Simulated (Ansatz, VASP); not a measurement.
**Two plane-wave programs on AlN**

```
CELL_PARAMETERS angstrom
3.11100 0.00000 0.00000
-1.55550 2.69421 0.00000
0.00000 0.00000 4.97800
ATOMIC_POSITIONS crystal
Al 0.33333 0.66667 0.00000
Al 0.66667 0.33333 0.50000
N 0.33333 0.66667 0.38500
N 0.66667 0.33333 0.88500
```

Alike in both runs: task single point; functional PBE; k mesh 6 × 6 × 4; occupations gaussian, width 0.05 eV; no spin polarisation.

```csv
,VASP,Ansatz
version,VASP 6.6.1,Ansatz 0.2.0
potentials or method,"VASP PAW PBE potentials, release 64 (Al, N), cutoff 520 eV","scalar-relativistic, plane waves, PAW"
valence electrons in the cell,16,16
```

|  | VASP | Ansatz | Ansatz less VASP |
| --- | --- | --- | --- |
| gap on the k mesh at the Fermi level (eV) | 4.16 | 4.15 | -0.011 |
| least direct gap on the mesh (eV) | 4.16 | 4.15 | -0.011 |
| pressure (GPa) | 3.8 | 4.0 | +0.25 |
| traceless stress, the component that is largest in VASP (GPa) | -1.22 | -1.25 | -0.034 |
| rms of the force components (eV/Å) | 0.104 | 0.103 | -0.0007 |

Atom by atom the forces differ by 0.001 eV/Å (rms over components).
